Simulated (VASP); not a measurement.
## Tc12H (a cell with a defect): single point with PBE

System: Tc12H (a cell with a defect).

```xyz
13
Lattice="5.4800 0.0000 0.0000 -4.1100 7.1187 0.0000 0.0000 0.0000 4.3950" Properties=species:S:1:pos:R:3 pbc="T T T"
Tc   -0.0059   -0.0085   -0.0061
Tc   -0.0024    1.5778    2.1959
Tc   -1.3502    2.3538   -0.0257
Tc   -1.3448    3.9745    2.2312
Tc   -2.7403    4.7837   -0.0205
Tc   -2.7449    6.3280    2.1992
Tc    2.7378    0.0001    0.0046
Tc    2.7338    1.5441    2.2250
Tc    1.3385    2.3539   -0.0287
Tc    1.3397    3.9768    2.2309
Tc   -0.0058    4.7511    0.0085
Tc   -0.0019    6.3384    2.2105
H     2.7278    3.1656    1.1242
```

```
Program                : VASP 6.6.1
Task                   : single point
Functional             : PBE
Potentials or basis    : VASP PAW PBE potentials, release 64 (Tc_pv, H)
Cutoff                 : 520 eV
k mesh                 : 3 × 2 × 3
Occupations            : fermi-dirac, width 0.05 eV
Spin                   : no spin polarisation
Dipole correction      : no
Further INCAR settings : ALGO = Normal; EDIFF = 1e-06; NBANDS = 90
```

| Quantity | Value |
| --- | --- |
| Pressure | 6.2 GPa |
| Largest force | 0.090 eV/Å |
| Band gap on the k mesh | zero (an odd number of electrons rules out a gap without spin polarisation) |

Forces on the atoms (eV/Å):
```
Tc  -0.012 -0.017 -0.066
Tc   0.008 -0.010  0.060
Tc  -0.039  0.025 -0.070
Tc  -0.037 -0.015  0.066
Tc  -0.017 -0.031 -0.062
Tc  -0.023 -0.007  0.052
Tc   0.017  0.008 -0.049
Tc  -0.004  0.027  0.075
Tc   0.025  0.025 -0.037
Tc   0.034 -0.025  0.079
Tc   0.005  0.009 -0.060
Tc   0.016  0.015  0.064
H    0.027 -0.004 -0.054
```

Stress tensor (GPa, compression positive):
```
 6.75 -0.12 -0.01
-0.12  6.66  0.02
-0.01  0.02  5.06
```

Levels at points of the mesh, in eV from the Fermi level:
```tsv
k point	band 77	band 78	band 79	band 80	band 81	band 82
(0.00, 0.00, 0.00)	-0.61	-0.51	-0.13	-0.10	1.32	1.44
(0.00, 0.50, 0.00)	-0.51	-0.51	-0.48	-0.44	-0.22	-0.08
```

It took 3.9 min on 1 thread of Intel(R) Xeon(R) Platinum 8559C (Emerald Rapids) (shared host), peak memory 0.34 GiB.

Caveat: the k points lie up to 0.48 Å⁻¹ apart, too coarse for converged energies and pressures of a metal.
